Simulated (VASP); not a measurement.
Wanted: the native input for a VASP 6.6.1 run.

```
Task                   : single point
Functional             : PBEsol
Potentials or basis    : VASP PAW PBE potentials, release 64 (Be)
Cutoff                 : 520 eV
k mesh                 : 13 × 13 × 8
Occupations            : fermi-dirac, width 0.05 eV
Spin                   : no spin polarisation
Dipole correction      : no
Further INCAR settings : ALGO = Normal; EDIFF = 1e-07; NBANDS = 9
```

The structure of Be lies in POSCAR:

```
Be
1.0
    2.2314140766      0.0000000000      0.0000000000
   -1.1157070383      1.9324612767      0.0000000000
    0.0000000000      0.0000000000      3.5032107436
Be
2
Direct
    0.6666666667      0.3333333333      0.7500000000
    0.3333333333      0.6666666667      0.2500000000
```

One way to write it, as run:

INCAR

```
SYSTEM = Be
  PREC = Accurate
  ENCUT = 520
  EDIFF = 1E-7
  ISMEAR = -1
  SIGMA = 0.05
  LREAL = .FALSE.
  LASPH = .TRUE.
  NELM = 60
  ALGO = Normal
  ISIF = 2
  LWAVE = .FALSE.
  LCHARG = .FALSE.
  GGA = PS
  NBANDS = 9
```

KPOINTS

```
Automatic mesh
0
G
  13 13 8
  0 0 0
```

Potentials or basis: VASP PAW PBE potentials, release 64 (Be).

The run is started by

```console
$ cat potpaw_PBE.64/Be/POTCAR > POTCAR
$ mpirun -np 1 vasp_std > vasp.out
```

It gave:

* Pressure: 5.4 GPa
* Band gap on the k mesh: zero (band 2 reaches 8.50 eV, above the bottom of band 3 at 6.85 eV)

Caveat: the PAW data sets were made with another functional, which shifts forces and pressure a little.

It took 28 s on 1 thread of AMD EPYC 7571, with other jobs on the host, peak memory 0.1 GiB.
